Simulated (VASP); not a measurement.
# LiW (Pm-3m) in VASP: a series of runs, part 2 of 2

VASP 6.6.1. Earlier steps stand in the parts before.

### 3 Single point, PBE

The input, INCAR:

```
ALGO = Normal
EDIFF = 1E-6
ENCUT = 520
GGA = PE
ISIF = 2
ISMEAR = -1
LASPH = True
LCHARG = False
LREAL = False
LWAVE = False
NBANDS = 16
NELM = 80
PREC = Accurate
SIGMA = 0.1
```

The input, KPOINTS:

```
k-points
0
Gamma
  14 14 14
```

The input, POSCAR:

```
LiW
1.0
    2.9846571585      0.0000000000      0.0000000000
    0.0000000000      2.9846571585      0.0000000000
    0.0000000000      0.0000000000      2.9846571585
W Li
1 1
Direct
    0.0000000000      0.0000000000      0.0000000000
    0.5000000000      0.5000000000      0.5000000000
```

Potentials or basis: VASP PAW PBE potentials, release 64 (W_sv, Li_sv).

On the command line:

```bash
cat potpaw_PBE.64/W_sv/POTCAR potpaw_PBE.64/Li_sv/POTCAR > POTCAR
mpirun -np 1 vasp_std > vasp.out
```

Wall time 56 s (1 thread of AMD EPYC 7R13, shared host); peak memory 0.14 GiB.

Results (log left out):

| Quantity | Value |
| --- | --- |
| Free energy | -12.8260 eV |
| Band gap on the k mesh | zero (an odd number of electrons rules out a gap without spin polarisation) |

Levels at points of the mesh, in eV from the Fermi level:
```
           k point  band 6  band 7  band 8  band 9  band 10  band 11
(0.00, 0.00, 0.00)   -7.05   -2.86   -2.86    2.75     2.75     2.75
(0.50, 0.00, 0.00)   -5.33   -2.12   -0.57    0.10     0.10     3.02
(0.50, 0.50, 0.00)   -3.35   -2.48    0.75    0.75     0.86     0.86
(0.50, 0.50, 0.50)   -3.45   -3.45   -3.45    4.71     4.71     6.57
```

Caveat: the cutoff is under 1.25 times the usual one of these potentials, so pressure, stress and relaxed cells hold a basis-set (Pulay) error; spin-orbit coupling is left out, which moves the levels of the heavy elements.

### 4 Relaxation of cell and atoms, PBE

This run uses another cell than the first one, of 18.55 Å³/atom.

The input, INCAR:

```
PREC = Accurate
ENCUT = 600
EDIFF = 1E-6
ISMEAR = -1
SIGMA = 0.1
LREAL = F
LASPH = T
NELM = 80
ALGO = Normal
ISIF = 3
LWAVE = F
LCHARG = F
GGA = PE
IBRION = 2
NSW = 60
EDIFFG = -0.01
```

The input, KPOINTS:

```
regular mesh
0
Gamma
  12 12 12
```

The input, POSCAR:

```
LiW
1.0
    3.3350000000      0.0000000000      0.0000000000
    0.0000000000      3.3350000000      0.0000000000
    0.0000000000      0.0000000000      3.3350000000
W Li
1 1
Direct
    0.0000000000      0.0000000000      0.0000000000
    0.5000000000      0.5000000000      0.5000000000
```

On the command line:

```bash
cat potpaw_PBE.64/W_sv/POTCAR potpaw_PBE.64/Li_sv/POTCAR > POTCAR
mpirun -np 1 vasp_std > vasp.out
```

Wall time 6.3 min (1 thread of AMD EPYC 7R13, shared host); peak memory 0.18 GiB.

It converged, with:

```yaml
Free_energy: -12.8352 eV
Relaxed_volume: 13.31 Å³/atom
Relaxed_cell: a = 2.986 Å, b = 2.986 Å, c = 2.986 Å, α = 90.00°, β = 90.00°, γ = 90.00°
Space_group_after_relaxing_to_0.1_Å: Pm-3m (No. 221)
Energy_gained_by_relaxing: 489.0 meV/atom
Ionic_steps: 15
Pressure_after_relaxing: -0.1 GPa
Band_gap_on_the_k_mesh: zero (an odd number of electrons rules out a gap without spin polarisation)
```

The path:
```csv
step,energy change (eV),largest force (eV/Å),pressure (GPa),volume (Å³)
1,0.0000,0.0000,-22.16,37.09
2,-0.9280,0.0000,10.17,24.96
3,-0.9781,0.0000,0.12,26.60
4,-0.9776,0.0000,-0.80,26.79
5,-0.9777,0.0000,-0.84,26.78
6,-0.9778,0.0000,-0.75,26.76
7,-0.9778,0.0000,-0.71,26.76
8,-0.9778,0.0000,-0.73,26.76
9,-0.9778,0.0000,-0.74,26.76
10,-0.9778,0.0000,-0.70,26.75
11,-0.9778,0.0000,-0.67,26.75
12,-0.9779,0.0000,-0.60,26.73
13,-0.9780,0.0000,-0.48,26.71
14,-0.9781,0.0000,-0.14,26.65
15,-0.9781,0.0000,-0.06,26.63
```

Final structure:
```xyz
2
Lattice="2.9861 0.0000 0.0000 0.0000 2.9861 0.0000 0.0000 0.0000 2.9861" Properties=species:S:1:pos:R:3 pbc="T T T"
W     0.0000    0.0000    2.9861
Li    1.4930    1.4930    1.4930
```

Levels at points of the mesh, in eV from the Fermi level:
```tsv
k point	band 4	band 5	band 6	band 7	band 8	band 9	band 10	band 11	band 12
(0.00, 0.00, 0.00)	-37.90	-37.90	-7.05	-2.85	-2.85	2.75	2.75	2.75	8.04
(0.50, 0.00, 0.00)	-37.87	-37.87	-5.32	-2.11	-0.58	0.11	0.11	3.02	5.12
(0.50, 0.50, 0.00)	-38.25	-37.84	-3.35	-2.47	0.75	0.75	0.86	0.86	4.55
(0.50, 0.50, 0.50)	-38.20	-38.20	-3.44	-3.44	-3.44	4.71	4.71	6.57	6.57
```

Caveat: the cutoff is under 1.25 times the usual one of these potentials, so pressure, stress and relaxed cells hold a basis-set (Pulay) error; the volume moved by over 15 % at a fixed basis, so the end points are rough; spin-orbit coupling is left out, which moves the levels of the heavy elements.

### 5 Relaxation of cell and atoms, PBE

The input, INCAR:

```
SYSTEM = LiW
ALGO = Normal
EDIFF = 1E-7
EDIFFG = -0.01
ENCUT = 600
GGA = PE
IBRION = 2
ISIF = 3
ISMEAR = -1
LASPH = .TRUE.
LCHARG = .FALSE.
LREAL = .FALSE.
LWAVE = .FALSE.
NELM = 60
NSW = 60
PREC = Accurate
SIGMA = 0.1
```

The input, KPOINTS:

```
k-points
0
G
  14 14 14
  0 0 0
```

The input, POSCAR:

```
LiW
1.0
    2.9855970016      0.0000000000      0.0000000000
    0.0000000000      2.9855970016      0.0000000000
    0.0000000000      0.0000000000      2.9855970016
W Li
1 1
Direct
    0.0000000000      0.0000000000      0.0000000000
    0.5000000000      0.5000000000      0.5000000000
```

Potentials or basis: VASP PAW PBE potentials, release 64 (W_sv, Li_sv).

On the command line:

```bash
cat potpaw_PBE.64/W_sv/POTCAR potpaw_PBE.64/Li_sv/POTCAR > POTCAR
mpirun -np 1 vasp_std > vasp.out
```

OUTCAR:

```text
SYSTEM = LiW
   EDIFF = 1E-7
   EDIFFG = -0.01
   ENCUT = 600
   GGA = PE
   IBRION = 2
   ISIF = 3
   ISMEAR = -1
   LASPH = .TRUE.
   LREAL = .FALSE.
   NELM = 60
   NSW = 60
   PREC = Accurate

 ion  position               nearest neighbor table
   1  0.000  0.000  0.000-   2 2.59   2 2.59   2 2.59   2 2.59   2 2.59   2 2.59   2 2.59   2 2.59

   2  0.500  0.500  0.500-   1 2.59   1 2.59   1 2.59   1 2.59   1 2.59   1 2.59   1 2.59   1 2.59

  LATTYP: Found a simple cubic cell.
 ALAT       =     2.9855970016
[... 552 lines left out ...]

  FORCE on cell =-STRESS in cart. coord.  units (eV):
  Direction    XX          YY          ZZ          XY          YZ          ZX
  --------------------------------------------------------------------------------------
  -------------------------------------------------------------------------------------
  Total       -0.0038634     -0.0038634     -0.0038634     -0.0000000      0.0000000     -0.0000000
  in kB       -0.2325871     -0.2325871     -0.2325871     -0.0000000      0.0000000     -0.0000000
  external PRESSURE =      -0.2325871 kB  Pullay stress =       0.0000000 kB

 VOLUME and BASIS-vectors are now :
 -----------------------------------------------------------------------------
  energy-cutoff  :      600.00
  volume of cell :       26.61
      direct lattice vectors                 reciprocal lattice vectors
     2.985597002  0.000000000  0.000000000     0.334941387  0.000000000  0.000000000
     0.000000000  2.985597002  0.000000000     0.000000000  0.334941387  0.000000000
     0.000000000  0.000000000  2.985597002     0.000000000  0.000000000  0.334941387

 POSITION                                       TOTAL-FORCE (eV/Angst)
 -----------------------------------------------------------------------------------
      0.00000      0.00000      0.00000         0.000000      0.000000      0.000000
      1.49280      1.49280      1.49280         0.000000      0.000000      0.000000
 -----------------------------------------------------------------------------------
    total drift:                                0.000000      0.000000     -0.000000

  FREE ENERGIE OF THE ION-ELECTRON SYSTEM (eV)
  ---------------------------------------------------
  free  energy   TOTEN  =       -12.8272200563 eV

  energy  without entropy=      -12.7796879421  energy(sigma->0) =      -12.80345400

 reached required accuracy - stopping structural energy minimisation
```

Wall time 65 s (1 thread of AMD EPYC 7R13, shared host); peak memory 0.15 GiB.

What came out:

- Free energy: -12.8272 eV
- Pressure after relaxing: 0.0 GPa
- Band gap on the k mesh: zero (an odd number of electrons rules out a gap without spin polarisation)

Final structure:
```xyz
2
Lattice="2.9856 0.0000 0.0000 0.0000 2.9856 0.0000 0.0000 0.0000 2.9856" Properties=species:S:1:pos:R:3 pbc="T T T"
W     0.0000    0.0000    0.0000
Li    1.4928    1.4928    1.4928
```

Caveat: the cutoff is under 1.25 times the usual one of these potentials, so pressure, stress and relaxed cells hold a basis-set (Pulay) error; the relaxation stopped at its first step, so nothing moved; spin-orbit coupling is left out, which moves the levels of the heavy elements.

### 6 Summary

| task | cell | k mesh | cutoff (eV) | gap on the mesh (eV) | pressure (GPa) |
| --- | --- | --- | --- | --- | --- |
| single point | a = 2.986 Å, 2 atoms | 12 × 12 × 12 | 520 | none | - |
| single point | a = 2.985 Å, 2 atoms | 14 × 14 × 14 | 520 | none | - |
| relaxation of cell and atoms | relaxed from a = 3.335 Å, 2 atoms | 12 × 12 × 12 | 600 | none | -0.1 |
| relaxation of cell and atoms | relaxed from a = 2.986 Å, 2 atoms | 14 × 14 × 14 | 600 | none | 0.0 |

Alike in all rows: level PBE; potentials or basis VASP PAW PBE potentials, release 64 (W_sv, Li_sv); no spin polarisation; smearing fermi-dirac 0.1 eV.

Caveats: the cutoff is under 1.25 times the usual one of these potentials, so pressure, stress and relaxed cells hold a basis-set (Pulay) error; spin-orbit coupling is left out, which moves the levels of the heavy elements; the volume moved by over 15 % at a fixed basis, so the end points are rough (at least some runs); the relaxation stopped at its first step, so nothing moved (at least some runs).

Absolute energies hang on the potentials; compare differences alone.
